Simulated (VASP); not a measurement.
CdS (Hawleyite), 2 atoms in the cell. It takes space group F-43m (No. 216, cubic). Conventional cell: a = 5.872 Å, b = 5.872 Å, c = 5.872 Å, α = 90.00°, β = 90.00°, γ = 90.00°. Within 3.4 Å of Cd (site symmetry -43m) lie 4 S at 2.54 Å. S (site symmetry -43m) has 4 Cd at 2.54 Å within 3.4 Å. 

* Program: VASP 6.6.1
* Task: single point
* Functional: revPBE
* Dispersion: D3(BJ)
* Potentials or basis: VASP PAW PBE potentials, release 64 (Cd, S)
* Cutoff: 520 eV
* k mesh: 8 × 8 × 8
* Occupations: fermi-dirac, width 0.05 eV
* Spin: no spin polarisation
* Dipole correction: no
* Further INCAR settings: ALGO = Normal; EDIFF = 1e-07; NBANDS = 16

Potentials or basis: VASP PAW PBE potentials, release 64 (Cd, S).

Command:

```console
$ cat potpaw_PBE.64/Cd/POTCAR potpaw_PBE.64/S/POTCAR > POTCAR
$ mpirun -np 1 vasp_std > vasp.out
```

Hardware: 1 thread of Intel(R) Xeon(R) Platinum 8375C CPU @ 2.90GHz (Ice Lake), with other jobs on the host.

Q: How long does it take, and how much memory?

A: Run time: 19 s on 1 thread of Intel(R) Xeon(R) Platinum 8375C CPU @ 2.90GHz (Ice Lake), on a shared host, peak memory 0.19 GiB. Counts: scf iterations 15, k points 29.
